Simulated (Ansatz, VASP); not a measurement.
# Two plane-wave programs on SiC

Contents of INCAR:

```
SYSTEM = SiC
  PREC = Accurate
  ENCUT = 520
  EDIFF = 1E-7
  ISMEAR = 0
  SIGMA = 0.02
  LREAL = .FALSE.
  LASPH = .TRUE.
  NELM = 120
  ALGO = Normal
  ISIF = 2
  LWAVE = .FALSE.
  LCHARG = .FALSE.
  GGA = PE
  IBRION = 2
  NSW = 60
  EDIFFG = -0.002
  GGA_COMPAT = .FALSE.
  NELMIN = 4
```

File KPOINTS:

```
regular mesh
0
G
  9 9 9
  0 0 0
```

The input POSCAR:

```
SiC
1.0
    0.0264439039      2.1834680565      2.1834680565
    2.1834680565      0.0264439039      2.1834680565
    2.1834680565      2.1834680565      0.0264439039
Si C
1 1
Direct
    0.0006169995      0.0006169995      0.0006169995
    0.2493830005      0.2493830005      0.2493830005
```

Input for Ansatz:

```yaml
crystal:
  lattice:
    - [0.0264439039, 2.1834680565, 2.1834680565]
    - [2.1834680565, 0.0264439039, 2.1834680565]
    - [2.1834680565, 2.1834680565, 0.0264439039]
  atoms:
    - { symbol: Si, position: [0.0006169995, 0.0006169995, 0.0006169995] }
    - { symbol: C, position: [0.2493830005, 0.2493830005, 0.2493830005] }
basis:
  ecutwfc: 420
kpoints:
  mp_grid: { grid: [9, 9, 9] }
hamiltonian:
  xc: pbe
  pseudopotentials: { kind: paw }
scf:
  occupations: { method: gaussian, width: 0.02 }
output:
  forces: true
  stress: true
  eigenvalues: true
relax:
  adjacent_minimum: "off"
  f_tol: 0.002
  max_steps: 40
```

Change from the starting cell: strained cell.

Alike in both runs: task relaxation of the atoms; functional PBE; k mesh 9 × 9 × 9; occupations gaussian, width 0.02 eV; no spin polarisation.

|  | VASP | Ansatz |
| --- | --- | --- |
| version | VASP 6.6.1 | Ansatz 0.2.0 |
| potentials or method | VASP PAW PBE potentials, release 64 (Si, C), cutoff 520 eV | scalar-relativistic, plane waves, PAW |
| valence electrons in the cell | 8 | 8 |

|  | VASP | Ansatz | Ansatz less VASP |
| --- | --- | --- | --- |
| gap on the k mesh at the Fermi level, each at its own relaxed structure (eV) | 1.42 | 1.42 | +0.003 |

Ansatz's warnings: stress scf threshold loose.
